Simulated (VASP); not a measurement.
# Ga (R-3m) in VASP: notebook

Ga is run at these levels: PBE; tasks: relaxation of cell and atoms, single point.

Program: VASP 6.6.1. These are calculated values, not measurements. Logs are shortened: lines on timing, memory, paths and dates and some standing lists are left out, and cuts for length are marked.

## Step 1: The cell of the first run

The structure is trigonal, space group R-3m (No. 166). The conventional cell has a = 3.493 Å, b = 3.493 Å, c = 5.580 Å, α = 90.00°, β = 90.00°, γ = 120.00°. Within 3.6 Å of Ga (site symmetry -3m) lie 12 Ga at 2.74 to 3.49 Å.

## Step 2: Relaxation of cell and atoms, PBE

INCAR reads:

```
  ALGO = Normal
  EDIFF = 1E-7
  EDIFFG = -0.01
  ENCUT = 600
  GGA = PE
  IBRION = 2
  ISIF = 3
  ISMEAR = 0
  LASPH = T
  LCHARG = F
  LREAL = F
  LWAVE = F
  NELM = 60
  NSW = 100
  PREC = Accurate
  SIGMA = 0.1
```

KPOINTS reads:

```
k-points
0
Gamma
  15 15 15
```

POSCAR reads:

```
Ga
1.0
    1.7463559598      1.0082590835      1.8601561349
   -1.7463559598      1.0082590835      1.8601561349
    0.0000000000     -2.0165181670      1.8601561349
Ga
1
Direct
    0.5000000000      0.5000000000      0.5000000000
```

Potentials or basis: VASP PAW PBE potentials, release 64 (Ga_d).

Run with:

```
> cat potpaw_PBE.64/Ga_d/POTCAR > POTCAR
> mpirun -np 1 vasp_std > vasp.out
```

OUTCAR:

```text
EDIFF = 1E-7
   EDIFFG = -0.01
   ENCUT = 600
   GGA = PE
   IBRION = 2
   ISIF = 3
   ISMEAR = 0
   LASPH = T
   LREAL = F
   NELM = 60
   NSW = 100
   PREC = Accurate

 ion  position               nearest neighbor table
   1  0.500  0.500  0.500-

  LATTYP: Found a trigonal (rhomboedric) cell.
 ALAT       =     2.7434515421
 COS(alpha) =     0.1895971685

  Lattice vectors:

 A1 = (   1.7463559598,   1.0082590835,   1.8601561349)
 A2 = (  -1.7463559598,   1.0082590835,   1.8601561349)
 A3 = (   0.0000000000,  -2.0165181670,   1.8601561349)

Analysis of symmetry for initial positions (statically):
=====================================================================
 Subroutine PRICEL returns:
 Original cell was already a primitive cell.

 Routine SETGRP: Setting up the symmetry group for a
 trigonal (rhombohedral) supercell.

 Subroutine GETGRP returns: Found 12 space group operations
 (whereof 12 operations were pure point group operations)
 out of a pool of 12 trial point group operations.

The static configuration has the point symmetry D_3d.

Analysis of symmetry for dynamics (positions and initial velocities):
=====================================================================
 Subroutine PRICEL returns:
 Original cell was already a primitive cell.

 Routine SETGRP: Setting up the symmetry group for a
 trigonal (rhombohedral) supercell.

 Subroutine GETGRP returns: Found 12 space group operations
 (whereof 12 operations were pure point group operations)
 out of a pool of 12 trial point group operations.

The dynamic configuration has the point symmetry D_3d.

 Subroutine INISYM returns: Found 12 space group operations
 (whereof 12 operations are pure point group operations),
 and found     1 'primitive' translations

----------------------------------------------------------------------------------------

                                     Primitive cell

  volume of cell :      19.6519

  direct lattice vectors                    reciprocal lattice vectors
     1.746355960  1.008259084  1.860156135     0.286310472  0.165301428  0.179196427
    -1.746355960  1.008259084  1.860156135    -0.286310472  0.165301428  0.179196427
     0.000000000 -2.016518167  1.860156135     0.000000000 -0.330602857  0.179196427

[... 96 lines left out ...]
   ISMEAR =     0;   SIGMA  =   0.10  broadening in eV -4-tet -1-fermi 0-gaus
   EFERMI_NEDOS =   21; number of points for ismear=-14 and -15
   IALGO  =     38    algorithm
   IMIX   =      4    mixing-type and parameters
     AMIX     =   0.40;   BMIX     =  1.00
     AMIX_MAG =   1.60;   BMIX_MAG =  1.00
  volume/ion in A,a.u.               =      19.65       132.62
  Fermi-wavevector in a.u.,A,eV,Ry     =   1.426442  2.695584 27.684272  2.034737
  Thomas-Fermi vector in A             =   2.546718
   LORBIT       =      0    0 simple, 1 ext, 2 COOP (PROOUT), +10 PAW based schemes
   GGA     = PE    functional components
   LHFCALC =     F    Hartree Fock is set to
   AEXX    =    0.0000 exact exchange contribution
   IVDW    =     0    specifies the selected vdW correction
   LEPSILON=     F    determine dielectric tensor
   LRPA    =     F    only Hartree local field effects (RPA)
 conjugate gradient relaxation of ions
 non-spin polarized calculation
 Gauss-broadening in eV      SIGMA  =   0.10
  energy-cutoff  :      600.00
  volume of cell :       19.65
 maximum number of plane-waves:       671
 NGX is ok and might be reduce to    24

--------------------------------------- Ionic step        1  -------------------------------------------

 number of electron      12.9999997 magnetization

 Free energy of the ion-electron system (eV)
  ---------------------------------------------------
  ext. energy  EPLUGINS =         0.00000000
  ---------------------------------------------------
  free energy    TOTEN  =        -2.87546017 eV

  energy without entropy =       -2.87391685  energy(sigma->0) =       -2.87468851

------------------------ aborting loop because EDIFF is reached ----------------------------------------

  FORCE on cell =-STRESS in cart. coord.  units (eV):
  Direction    XX          YY          ZZ          XY          YZ          ZX
  --------------------------------------------------------------------------------------
  -------------------------------------------------------------------------------------
  Total       -0.1310917     -0.1310917      0.2561171      0.0000000      0.0000000     -0.0000000
  in kB      -10.6876038    -10.6876038     20.8806259      0.0000000      0.0000000     -0.0000000
  external PRESSURE =      -0.1648606 kB  Pullay stress =       0.0000000 kB
[... 162 lines left out ...]
--------------------------------------- Ionic step        6  -------------------------------------------

 number of electron      12.9999993 magnetization

 Free energy of the ion-electron system (eV)
  ---------------------------------------------------
  ext. energy  EPLUGINS =         0.00000000
  ---------------------------------------------------
  free energy    TOTEN  =        -2.88709353 eV

  energy without entropy =       -2.88573693  energy(sigma->0) =       -2.88641523

 E-fermi :   5.2719     XC(G=0): -10.8423

 val. band max:        5.2557272672   @ k =  -0.3333   0.4667   0.3333
 cond. band min:       5.2861077775   @ k =  -0.4000   0.4000   0.0000
 fundamental gap:      0.0303805103
 Fermi energy:         5.2718854551

 k-point     1 :       0.0000    0.0000    0.0000
  band No.  band energies     occupation
      1      -9.8661      2.00000
      2      -9.8661      2.00000
      3      -9.4997      2.00000
      4      -9.4997      2.00000
      5      -9.4749      2.00000
      6      -5.6352      2.00000
      7      14.7934      0.00000
      8      14.7934      0.00000
      9      16.1565      0.00000
     10      18.2419      0.00000
[... 287 lines left out ...]
 k-point    24 :       0.2000    0.1333    0.0000
  band No.  band energies     occupation
      1      -9.8384      2.00000
      2      -9.7463      2.00000
      3      -9.5640      2.00000
      4      -9.5069      2.00000
      5      -9.4936      2.00000
      6      -4.5927      2.00000
      7      10.0786      0.00000
      8      13.5875      0.00000
      9      14.6690      0.00000
     10      19.6764      0.00000

 [... further k-points ...]

------------------------ aborting loop because EDIFF is reached ----------------------------------------

  FORCE on cell =-STRESS in cart. coord.  units (eV):
  Direction    XX          YY          ZZ          XY          YZ          ZX
  --------------------------------------------------------------------------------------
  -------------------------------------------------------------------------------------
  Total        0.0033142      0.0033142     -0.0096303     -0.0000000      0.0000000      0.0000000
  in kB        0.2743266      0.2743266     -0.7971298     -0.0000000      0.0000000      0.0000000
  external PRESSURE =      -0.0828255 kB  Pullay stress =       0.0000000 kB
[... 16 lines left out ...]
  FREE ENERGIE OF THE ION-ELECTRON SYSTEM (eV)
  ---------------------------------------------------
  free  energy   TOTEN  =        -2.8870935307 eV

  energy  without entropy=       -2.8857369254  energy(sigma->0) =       -2.88641523

 reached required accuracy - stopping structural energy minimisation
```

OSZICAR:

```text
N       E                     dE             d eps       ncg     rms          rms(c)
DAV:   1     0.426439268402E+02    0.42644E+02   -0.75560E+03  6912   0.248E+03
DAV:   2    -0.127725342397E+01   -0.43921E+02   -0.42776E+02  7098   0.269E+02
DAV:   3    -0.288265226944E+01   -0.16054E+01   -0.15985E+01  7870   0.467E+01
[... 46 lines left out ...]
DAV:   2    -0.288778588007E+01    0.26100E-02   -0.49953E-03  7748   0.154E+00    0.151E-01
DAV:   3    -0.288717077279E+01    0.61511E-03   -0.71583E-04  7684   0.544E-01    0.350E-02
DAV:   4    -0.288709335656E+01    0.77416E-04   -0.77132E-05  9284   0.182E-01    0.147E-03
DAV:   5    -0.288709351845E+01   -0.16189E-06   -0.56745E-07  7656   0.109E-02    0.645E-04
DAV:   6    -0.288709353074E+01   -0.12291E-07   -0.10558E-07  4460   0.686E-03
   6 F= -.28870935E+01 E0= -.28864152E+01  d E =-.421195E-03
```

It took 2.4 min on 1 thread of Intel Xeon Platinum 8259CL at 2.50GHz (Skylake/Cascade Lake), shared host; peak memory 0.22 GiB.

Results:

```
Free energy                           : -2.8871 eV
Relaxed volume                        : 19.36 Å³/atom
Relaxed cell                          : a = 2.761 Å, b = 2.761 Å, c = 2.761 Å, α = 75.59°, β = 75.59°, γ = 75.59°
Space group after relaxing (to 0.1 Å) : R-3m (No. 166)
Energy gained by relaxing             : 11.6 meV/atom
Ionic steps                           : 6
Pressure after relaxing               : 0.0 GPa
Band gap on the k mesh                : zero (an odd number of electrons rules out a gap without spin polarisation)
```

The path:
```
step  energy change (eV)  largest force (eV/Å)  pressure (GPa)  volume (Å³)
   1              0.0000                0.0000           -0.02        19.65
   2             -0.0045                0.0000           -0.23        19.64
   3             -0.0112                0.0000           -0.53        19.59
   4             -0.0112                0.0000           -0.58        19.59
   5             -0.0116                0.0000            0.20        19.27
   6             -0.0116                0.0000           -0.01        19.36
```

Final structure:
```
Ga
1.0
     1.69223    0.97701    1.95126
    -1.69223    0.97701    1.95126
     0.00000   -1.95402    1.95126
Ga
1
Direct
  0.50000 0.50000 0.50000
```

Levels at points of the mesh, in eV from the Fermi level:
```csv
k point,band 4,band 5,band 6,band 7,band 8,band 9
"(0.00, 0.00, 0.00)",-14.77,-14.75,-10.91,9.52,9.52,10.88
```

## Step 3: Single point, PBE

This run uses another cell than the first one: it holds 3 atoms, not 1.

INCAR reads:

```
SYSTEM = Ga
  PREC = Accurate
  ENCUT = 520
  EDIFF = 1E-6
  ISMEAR = 0
  SIGMA = 0.1
  LREAL = .False.
  LASPH = .True.
  NELM = 100
  ALGO = Normal
  ISIF = 2
  LWAVE = .False.
  LCHARG = .False.
  GGA = PE
  NBANDS = 26
```

KPOINTS reads:

```
regular mesh
0
Gamma
  6 6 6
  0 0 0
```

POSCAR reads:

```
Ga
1.0
    1.5022638169      0.8673324190      7.2196534138
   -1.5022638169      0.8673324190      7.2196534138
    0.0000000000     -1.7346648381      7.2196534138
Ga
3
Direct
    0.0000000000      0.0000000000      0.0000000000
    0.2218960430      0.2218960430      0.2218960430
    0.7781039570      0.7781039570      0.7781039570
```

Potentials or basis: VASP PAW PBE potentials, release 64 (Ga_d).

Run with:

```
> cat potpaw_PBE.64/Ga_d/POTCAR > POTCAR
> mpirun -np 1 vasp_std > vasp.out
```

OUTCAR:

```text
SYSTEM = Ga
   PREC = Accurate
   ENCUT = 520
   EDIFF = 1E-6
   ISMEAR = 0
   LREAL = .False.
   LASPH = .True.
   NELM = 100
   ISIF = 2
   GGA = PE

 ion  position               nearest neighbor table
   1  0.000  0.000  0.000-
   2  0.222  0.222  0.222-
   3  0.778  0.778  0.778-

  LATTYP: Found a trigonal (rhomboedric) cell.
 ALAT       =     7.4251234007
 COS(alpha) =     0.9181318346

  Lattice vectors:

 A1 = (   1.5022638169,   0.8673324190,   7.2196534138)
 A2 = (  -1.5022638169,   0.8673324190,   7.2196534138)
 A3 = (   0.0000000000,  -1.7346648381,   7.2196534138)
[... 883 lines left out ...]

  FORCE on cell =-STRESS in cart. coord.  units (eV):
  Direction    XX          YY          ZZ          XY          YZ          ZX
  --------------------------------------------------------------------------------------
  -------------------------------------------------------------------------------------
  Total       -0.0298977     -0.0298977     -0.0204225     -0.0000000      0.0000000      0.0000000
  in kB       -0.8486889     -0.8486889     -0.5797222     -0.0000000      0.0000000      0.0000000
  external PRESSURE =      -0.7590333 kB  Pullay stress =       0.0000000 kB

 VOLUME and BASIS-vectors are now :
 -----------------------------------------------------------------------------
  energy-cutoff  :      520.00
  volume of cell :       56.44
      direct lattice vectors                 reciprocal lattice vectors
     1.502263817  0.867332419  7.219653414     0.332831021  0.192160080  0.046170268
    -1.502263817  0.867332419  7.219653414    -0.332831021  0.192160080  0.046170268
     0.000000000 -1.734664838  7.219653414     0.000000000 -0.384320159  0.046170268

 POSITION                                       TOTAL-FORCE (eV/Angst)
 -----------------------------------------------------------------------------------
      0.00000      0.00000      0.00000         0.000000     -0.000000     -0.000000
      0.00000     -0.00000      4.80604         0.000000     -0.000000      0.006136
      0.00000     -0.00000     16.85292         0.000000      0.000000     -0.006136
 -----------------------------------------------------------------------------------
    total drift:                                0.000000      0.000000      0.000000

  FREE ENERGIE OF THE ION-ELECTRON SYSTEM (eV)
  ---------------------------------------------------
  free  energy   TOTEN  =        -8.7653432603 eV

  energy  without entropy=       -8.7618130380  energy(sigma->0) =       -8.76357815
```

stdout:

```text
POSCAR found type information on POSCAR Ga
 POSCAR found :  1 types and       3 ions
 scaLAPACK will be used
 LDA part: xc-table for (Slater+PW92), standard interpolation
 POSCAR, INCAR and KPOINTS ok, starting setup
 FFT: planning ... GRIDC
 FFT: planning ... GRID_SOFT
 FFT: planning ... GRID
 WAVECAR not read
 entering main loop
```

It took 1.9 min on 1 thread of AMD EPYC 9R45 (Zen 5), shared host; peak memory 0.37 GiB.

Results:

| Quantity | Value |
| --- | --- |
| Free energy | -8.7653 eV |
| Pressure | -0.1 GPa |
| Largest force | 0.006 eV/Å |
| Band gap on the k mesh | zero (an odd number of electrons rules out a gap without spin polarisation) |

Forces in eV/Å, atoms in the order of the input:
```
Ga   0.000  0.000  0.000
Ga   0.000  0.000  0.006
Ga   0.000  0.000 -0.006
```

Caveat: the k points lie up to 0.41 Å⁻¹ apart, too coarse for converged energies and pressures of a metal.

## Step 4: Relaxation of cell and atoms, PBE

This run uses another cell than the first one: it holds 3 atoms, not 1.

INCAR reads:

```
SYSTEM = Ga
  PREC = Accurate
  ENCUT = 600
  EDIFF = 1E-6
  ISMEAR = 0
  SIGMA = 0.1
  LREAL = .False.
  LASPH = .True.
  NELM = 100
  ALGO = Normal
  ISIF = 3
  LWAVE = .False.
  LCHARG = .False.
  GGA = PE
  IBRION = 2
  NSW = 90
  EDIFFG = -0.04
```

KPOINTS is that of step 3.

POSCAR reads:

```
Ga
1.0
    1.5863967571      0.9159065947      7.6669559847
   -1.5863967571      0.9159065947      7.6669559847
    0.0000000000     -1.8318131896      7.6669559847
Ga
3
Direct
    0.0000000000      0.0000000000      0.0000000000
    0.2222200000      0.2222200000      0.2222200000
    0.7777800000      0.7777800000      0.7777800000
```

Run with:

```
> cat potpaw_PBE.64/Ga_d/POTCAR > POTCAR
> mpirun -np 1 vasp_std > vasp.out
```

Run time: 6.3 min. Hardware: 1 thread of AMD EPYC 9R45 (Zen 5), shared host; peak memory 0.57 GiB.

Results (log left out):

```
Free energy                           : -8.7676 eV
Relaxed volume                        : 18.74 Å³/atom
Relaxed cell                          : a = 7.406 Å, b = 7.406 Å, c = 7.406 Å, α = 23.39°, β = 23.39°, γ = 23.39°
Space group after relaxing (to 0.1 Å) : R-3m (No. 166)
Energy gained by relaxing             : 71.3 meV/atom
Ionic steps                           : 3
Pressure after relaxing               : 0.1 GPa
Band gap on the k mesh                : zero (an odd number of electrons rules out a gap without spin polarisation)
```

Stress tensor (GPa, compression positive):
```
0.01 0.00 0.00
0.00 0.01 0.00
0.00 0.00 0.33
```

Step by step:
```
step  energy change (eV)  largest force (eV/Å)  pressure (GPa)  volume (Å³)
   1              0.0000                0.0546           -5.69        66.84
   2             -0.1920                0.0278           -2.38        59.48
   3             -0.2140                0.0000            0.12        56.21
```

Final structure:
```
Ga
1.0
     1.50116    0.86669    7.20023
    -1.50116    0.86669    7.20023
     0.00000   -1.73339    7.20023
Ga
3
Direct
  0.00000 0.00000 0.00000
  0.22205 0.22205 0.22205
  0.77795 0.77795 0.77795
```

Levels at points of the mesh, in eV from the Fermi level:
```csv
k point,band 17,band 18,band 19,band 20,band 21,band 22
"(0.00, 0.00, 0.00)",-8.03,-8.01,1.00,1.01,10.00,10.00
"(0.50, 0.00, 0.00)",-4.86,-3.35,-3.16,-1.20,-1.04,4.19
"(0.50, 0.50, 0.00)",-4.91,-4.00,-3.56,-0.25,-0.01,2.53
"(0.50, 0.50, 0.50)",-10.27,-4.62,-3.83,7.42,7.47,9.56
```

Caveat: the k points lie up to 0.41 Å⁻¹ apart in the final cell, too coarse for converged energies and pressures of a metal; the volume moved by over 15 % at a fixed basis, so the end points are rough.

## Step 5: The runs side by side

```csv
task,cell,k mesh,cutoff (eV),gap on the mesh (eV),pressure (GPa),relaxed volume (Å³/atom)
relaxation of cell and atoms,"relaxed from a = 2.743 Å, angles 79.1°, 1 atom, atomic positions A",15 × 15 × 15,600,none,0.0,19.36
single point,"a = 7.425 Å, angles 23.3°, 3 atoms, atomic positions B",6 × 6 × 6,520,none,-0.1,-
relaxation of cell and atoms,"relaxed from a = 7.883 Å, angles 23.2°, 3 atoms, atomic positions B",6 × 6 × 6,600,none,0.1,18.74
```

Alike in all rows: level PBE; potentials or basis VASP PAW PBE potentials, release 64 (Ga_d); no spin polarisation; smearing gaussian 0.1 eV.

Caveats: some runs use coarse meshes; the volume moved by over 15 % at a fixed basis, so the end points are rough (at least some runs).

Total energies depend on the potentials used, so only differences within one code and one set of settings carry meaning.
